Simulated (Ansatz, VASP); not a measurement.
**Two plane-wave programs on KBr**

The input INCAR:

```
SYSTEM = KBr
ALGO = Normal ; EDIFF = 1E-6
ENCUT = 520 ; GGA = PE
ISIF = 2 ; ISMEAR = -1
LASPH = .True. ; LCHARG = .False.
LREAL = .False. ; LWAVE = .False.
NBANDS = 24 ; NELM = 100
PREC = Accurate ; SIGMA = 0.02
```

Contents of KPOINTS:

```
k-points
0
Gamma
  6 6 4
  0 0 0
```

The input POSCAR:

```
KBr
1.0
    5.5904884481      0.0000000000      0.0000000000
   -2.7952442241      4.8415050156      0.0000000000
    0.0000000000      0.0000000000      6.5641394530
K Br
2 2
Direct
    0.3333333333      0.6666666667     -0.0625000000
    0.6666666667      0.3333333333      0.4375000000
    0.3333333333      0.6666666667      0.4375000000
    0.6666666667      0.3333333333      0.9375000000
```

Input for Ansatz:

```yaml
crystal:
  lattice:
    - [5.5904884481, 0.0, 0.0]
    - [-2.7952442241, 4.8415050156, 0.0]
    - [0.0, 0.0, 6.564139453]
  atoms:
    - { symbol: K, position: [0.3333333333, 0.6666666667, -0.0625] }
    - { symbol: K, position: [0.6666666667, 0.3333333333, 0.4375] }
    - { symbol: Br, position: [0.3333333333, 0.6666666667, 0.4375] }
    - { symbol: Br, position: [0.6666666667, 0.3333333333, 0.9375] }
kpoints:
  mp_grid: { grid: [6, 6, 4] }
  band_path:
    path:
      - [0.0, 0.0, 0.0]
      - [0.5, 0.0, 0.0]
      - [0.3333333333, 0.3333333333, 0.0]
      - [0.0, 0.0, 0.5]
      - [0.5, 0.0, 0.5]
      - [0.3333333333, 0.3333333333, 0.5]
    npoints: 1
hamiltonian:
  xc: pbe
scf:
  occupations: { method: fermi_dirac, width: 0.02 }
  n_extra_bands: 5
output:
  forces: true
  stress: true
  eigenvalues: true
```

Change from the starting cell: epitaxial_xy strain -0.5%.

Alike in both runs: task single point; functional PBE; k mesh 6 × 6 × 4; occupations fermi-dirac, width 0.02 eV; no spin polarisation.

```csv
,VASP,Ansatz
version,VASP 6.6.1,Ansatz 0.2.0
potentials or method,"VASP PAW PBE potentials, release 64 (K_sv, Br)","plane waves, PAW"
plane-wave cutoff (eV),520,420
valence electrons in the cell,32,32
```

```csv
,VASP,Ansatz,Ansatz less VASP
gap on the k mesh at the Fermi level (eV),4.20,4.20,+0.001
pressure (GPa),0.5,0.5,-0.03
```
